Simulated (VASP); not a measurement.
Sb:

```xyz
2
Lattice="2.1542 1.2437 3.7580 -2.1542 1.2437 3.7580 0.0000 -2.4875 3.7580" Properties=species:S:1:pos:R:3 pbc="T T T"
Sb    0.0000    0.0000    8.6416
Sb    0.0000    0.0000    2.6324
```

| Item | Value |
| --- | --- |
| Program | VASP 6.6.1 |
| Task | relaxation of cell and atoms |
| Functional | PBE exchange alone |
| Potentials or basis | VASP PAW PBE potentials, release 64 (Sb) |
| Cutoff | 600 eV |
| k mesh | 8 × 8 × 8 |
| Occupations | fermi-dirac, width 0.05 eV |
| Spin | no spin polarisation |

At the start: pressure 12.6 GPa; volume 30.21 Å³/atom.

**Question.** Where does the relaxation end?

**Answer.** Over 19 steps the energy falls by 424.0 meV/atom and the volume is 62.23 Å³/atom (+106.0 %); space group R-3m (No. 166, to 0.05 Å).

Step by step:
```tsv
step	energy change (eV)	largest force (eV/Å)	pressure (GPa)	volume (Å³)
1	0.0000	0.3600	12.61	60.41
2	-0.4509	0.8647	-2.12	83.67
3	-0.5083	0.6398	0.28	76.08
4	-0.5084	0.6528	0.14	76.44
5	-0.5487	0.5326	0.12	77.51
6	-0.6228	0.0516	0.39	80.54
7	-0.5230	1.1478	1.94	86.69
8	-0.6280	0.2894	0.79	81.98
9	-0.6580	0.2397	0.28	85.27
10	-0.7051	0.1046	-0.70	95.20
11	-0.7191	0.0085	-1.45	115.43
12	-0.7491	0.0206	-1.29	117.01
13	-0.8182	0.0523	-0.77	121.05
14	-0.8231	0.0122	0.76	126.21
15	-0.8476	0.0242	-0.02	124.05
16	-0.8479	0.0231	0.07	124.37
17	-0.8479	0.0235	0.04	124.24
18	-0.8479	0.0046	0.01	124.39
19	-0.8479	0.0043	-0.01	124.46
```

Final structure:
```
Sb
1.0
     2.21353    1.27798    7.33306
    -2.21353    1.27798    7.33306
     0.00000   -2.55596    7.33306
Sb
2
Direct
  0.79594 0.79594 0.79594
  0.20406 0.20406 0.20406
```

Caveat: the volume moved by over 15 % at a fixed basis, so the end points are rough; the volume moved by +106 % from the deposited cell, more than functionals usually miss.
